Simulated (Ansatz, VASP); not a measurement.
This is a calculation of TiSi2 for Ansatz 0.2.0.

Contents of input.yaml:

```yaml
crystal:
  lattice:
    - [1.7767948029, -6.8040462934, 0.0]
    - [1.7767948029, 6.8040462934, 0.0]
    - [0.0, 0.0, 3.5887850817]
  atoms:
    - { symbol: Ti, position: [0.10311808, 0.89688192, 0.25] }
    - { symbol: Ti, position: [0.89688192, 0.10311808, 0.75] }
    - { symbol: Si, position: [0.75031482, 0.24968518, 0.25] }
    - { symbol: Si, position: [0.24968518, 0.75031482, 0.75] }
    - { symbol: Si, position: [0.44174855, 0.55825145, 0.25] }
    - { symbol: Si, position: [0.55825145, 0.44174855, 0.75] }
kpoints:
  mp_grid: { grid: [8, 8, 8] }
scf:
  occupations: { method: fermi_dirac, width: 0.05 }
hamiltonian:
  xc: pbesol
  pseudopotentials: { kind: all_electron, lapw: { basis_error: 0.001 } }
output:
  forces: true
  stress: true
  eigenvalues: true
```

Potentials or basis: all-electron LAPW, scalar-relativistic.

Launch:

```console
$ ansatz run input.yaml --threads 4 --pin off --max-ram 12288MiB --backend cpu --events-out ev --progress --plain --runs-dir out
```

Translate it to VASP 6.6.1. Potentials there: VASP PAW PBE potentials, release 64 (Ti_sv, Si).

As run (the cutoff follows the program's own potentials):

INCAR

```
ALGO = Normal
EDIFF = 1E-7
ENCUT = 520
GGA = PS
ISIF = 2
ISMEAR = -1
LASPH = T
LCHARG = T
LELF = T
LREAL = F
LVHAR = T
LWAVE = F
NBANDS = 29
NELM = 60
PREC = Accurate
SIGMA = 0.05
```

File KPOINTS:

```
k-points
0
Gamma
  8 8 8
```

POSCAR

```
TiSi2
1.0
    1.7767948029     -6.8040462934      0.0000000000
    1.7767948029      6.8040462934      0.0000000000
    0.0000000000      0.0000000000      3.5887850817
Ti Si
2 4
Direct
    0.1031180800      0.8968819200      0.2500000000
    0.8968819200      0.1031180800      0.7500000000
    0.7503148200      0.2496851800      0.2500000000
    0.2496851800      0.7503148200      0.7500000000
    0.4417485500      0.5582514500      0.2500000000
    0.5582514500      0.4417485500      0.7500000000
```

Potentials or basis: VASP PAW PBE potentials, release 64 (Ti_sv, Si).

The run is started by

```bash
$ cat potpaw_PBE.64/Ti_sv/POTCAR potpaw_PBE.64/Si/POTCAR > POTCAR
$ mpirun -np 1 vasp_std > vasp.out
```

Both were run:

|  | VASP | Ansatz | Ansatz less VASP |
| --- | --- | --- | --- |
| gap on the k mesh at the Fermi level (eV) | none | none | - |
| pressure (GPa) | -4.7 | -4.8 | -0.14 |
| traceless stress, the component that is largest in VASP (GPa) | 0.12 | 0.08 | -0.042 |
| rms of the force components (eV/Å) | 0.048 | 0.048 | -0.0003 |

VASP's potentials were made for PBE, not for PBEsol. Atom by atom the forces differ by 0.001 eV/Å (rms over components). A gap of «none» marks a metal or a gap that the smearing closes. Ansatz ran all-electron here, and VASP with PAW potentials.
